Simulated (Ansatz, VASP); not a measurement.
# Be in VASP and in Ansatz

```
Be
1.0
     2.29978    0.00000    0.00000
    -1.14989    1.99166    0.00000
     0.00000    0.00000    7.41723
Be
4
Cartesian
  0.0000 0.0000 0.0000
  0.0000 0.0000 3.7086
  0.0000 1.3278 5.5629
  1.1499 0.6639 1.8543
```

Alike in both runs: task relaxation of cell and atoms; functional r2SCAN; k mesh 9 × 9 × 4; occupations gaussian, width 0.1 eV; no spin polarisation.

|  | VASP | Ansatz |
| --- | --- | --- |
| version | VASP 6.6.1 | Ansatz 0.2.0 |
| potentials or method | VASP PAW PBE potentials, release 64 (Be), cutoff 600 eV | scalar-relativistic, plane waves, PAW |
| valence electrons in the cell | 8 | 8 |

Ansatz gave:

| Item | Value |
| --- | --- |
| gap on the k mesh at the Fermi level, each at its own relaxed structure (eV) | none |
| relaxed volume (Å³/atom) | 7.90 |
| relaxed cell length with the largest relative difference (Å) | 2.258 |

Task: Estimate VASP's values.

Result: gap on the k mesh at the Fermi level, each at its own relaxed structure (eV): none; relaxed volume (Å³/atom): 7.93; relaxed cell length with the largest relative difference (Å): 2.262.

VASP's potentials were made for PBE, not for r2SCAN. A gap of «none» marks a metal or a gap that the smearing closes.
